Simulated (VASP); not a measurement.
Crystal: SiC (rocksalt type).

```
CELL_PARAMETERS angstrom
0.00000 2.23228 2.23228
2.23228 0.00000 2.23228
2.23228 2.23228 0.00000
ATOMIC_POSITIONS crystal
Si 0.00000 0.00000 0.00000
C 0.50000 0.50000 0.50000
```

| Quantity | Value |
| --- | --- |
| Program | VASP 6.6.1 |
| Task | relaxation of cell and atoms |
| Functional | PBE |
| Potentials or basis | VASP PAW PBE potentials, release 64 (Si, C) |
| Cutoff | 600 eV |
| k mesh | 13 × 13 × 13 |
| Occupations | fermi-dirac, width 0.05 eV |
| Spin | no spin polarisation |

At the start: pressure -36.6 GPa; volume 11.12 Å³/atom.

**Question.** How do energy, volume and symmetry change on relaxing?

**Answer.** Over 3 steps the energy falls by 414.2 meV/atom and the volume is 8.36 Å³/atom (-24.9 %); space group Fm-3m (No. 225, to 0.05 Å).

The path:
```
step  energy change (eV)  largest force (eV/Å)  pressure (GPa)  volume (Å³)
   1              0.0000                0.0000          -36.64        22.25
   2             -0.6738                0.0000           32.44        15.02
   3             -0.8285                0.0000            0.02        16.72
```

Final structure:
```yaml
crystal:
  lattice:
    - [0.00000, 2.02945, 2.02945]
    - [2.02945, 0.00000, 2.02945]
    - [2.02945, 2.02945, 0.00000]
  atoms:
    - { symbol: Si, position: [0.00000, 0.00000, 0.00000] }
    - { symbol: C, position: [0.50000, 0.50000, 0.50000] }
```

Caveat: the volume moved by over 15 % at a fixed basis, so the end points are rough.
